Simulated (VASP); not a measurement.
A run of VASP 6.6.1 is set up as follows.

INCAR

```
SYSTEM = Al
  PREC = Accurate
  ENCUT = 520
  EDIFF = 1E-6
  ISMEAR = 0
  SIGMA = 0.1
  LREAL = Auto
  LASPH = .TRUE.
  NELM = 100
  ALGO = Normal
  ISIF = 2
  LWAVE = .FALSE.
  LCHARG = .FALSE.
  LDIPOL = .TRUE.
  IDIPOL = 3
  DIPOL = 0.5 0.5 0.472
  GGA = PE
  IVDW = 12
  NBANDS = 40
```

Contents of KPOINTS:

```
regular mesh
0
G
  6 6 1
  0 0 0
```

File POSCAR:

```
Al
1.0
    5.6324246408      0.0000000000      0.0000000000
   -2.8162123204      4.8778228238      0.0000000000
    0.0000000000      0.0000000000     25.8982831923
Al
17
Direct
    0.3333333333      0.1666666667      0.3282070837
    0.3333333333      0.6666666667      0.3282070837
    0.8333333333      0.1666666667      0.3282070837
    0.8333333333      0.6666666667      0.3282070837
    0.6666666667      0.3333333333      0.4169939626
    0.6666666667      0.8333333333      0.4169939626
    0.1666666667      0.3333333333      0.4169939626
    0.1666666667      0.8333333333      0.4169939626
    0.0024055447      0.5012036280      0.5035449206
    0.0001378935      0.0000695929      0.5031621250
    0.4990382640      0.5012376900      0.5035376985
    0.4990380466     -0.0021981367      0.5035376269
    0.3334165493      0.6667086000      0.5942368420
    0.3445411939      0.1722712592      0.5904001283
    0.8280958635      0.6559679972      0.5904416044
    0.8280948159      0.1721301961      0.5904413152
    0.0007817839      0.0003946327      0.6702763997
```

Potentials or basis: VASP PAW PBE potentials, release 64 (Al).

The run is started by

```bash
$ cat potpaw_PBE.64/Al/POTCAR > POTCAR
$ mpirun -np 1 vasp_std > vasp.out
```

Estimate the band gap on the k mesh.

zero (an odd number of electrons rules out a gap without spin polarisation).

Estimate the largest force.

0.125 eV/Å.

Forces in eV/Å, atoms in the order of the input:
```
Al  -0.078 -0.045  0.018
Al   0.000  0.000  0.015
Al   0.078 -0.045  0.019
Al   0.000  0.090  0.019
Al   0.000  0.000  0.125
Al   0.071  0.041 -0.067
Al   0.000 -0.081 -0.067
Al  -0.070  0.041 -0.067
Al   0.002  0.001  0.002
Al   0.000  0.000  0.000
Al  -0.002  0.001  0.001
Al  -0.001 -0.002  0.001
Al   0.001  0.001 -0.002
Al  -0.006 -0.003  0.003
Al   0.000  0.006  0.003
Al   0.005 -0.003  0.003
Al   0.000  0.000 -0.004
```
